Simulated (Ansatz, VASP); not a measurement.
# Ge in VASP and in Ansatz

```xyz
2
Lattice="1.9406 -2.0742 0.0000 1.9406 2.0742 0.0000 0.0000 0.0000 5.9921" Properties=species:S:1:pos:R:3 pbc="T T T"
Ge    1.9406    0.0000    4.8562
Ge    1.9406    0.0000    1.1360
```

Alike in both runs: task relaxation of cell and atoms; functional PBE; k mesh 6 × 6 × 4; occupations gaussian, width 0.1 eV; no spin polarisation.

```csv
,VASP,Ansatz
version,VASP 6.6.1,Ansatz 0.2.0
potentials or method,"VASP PAW PBE potentials, release 64 (Ge_d), cutoff 600 eV","scalar-relativistic, plane waves, PAW"
valence electrons in the cell,28,28
```

```csv
,VASP,Ansatz,Ansatz less VASP
"gap on the k mesh at the Fermi level, each at its own relaxed structure (eV)",none,none,-
relaxed volume (Å³/atom),19.98,19.99,+0.010
relaxed cell length with the largest relative difference (Å),5.305,5.297,-0.0082
```

A gap of «none» marks a metal or a gap that the smearing closes.

The k mesh is coarse, so the values compare programs but aren't converged. Noted on VASP's run: the volume moved by over 15 % at a fixed basis, so the end points are rough.
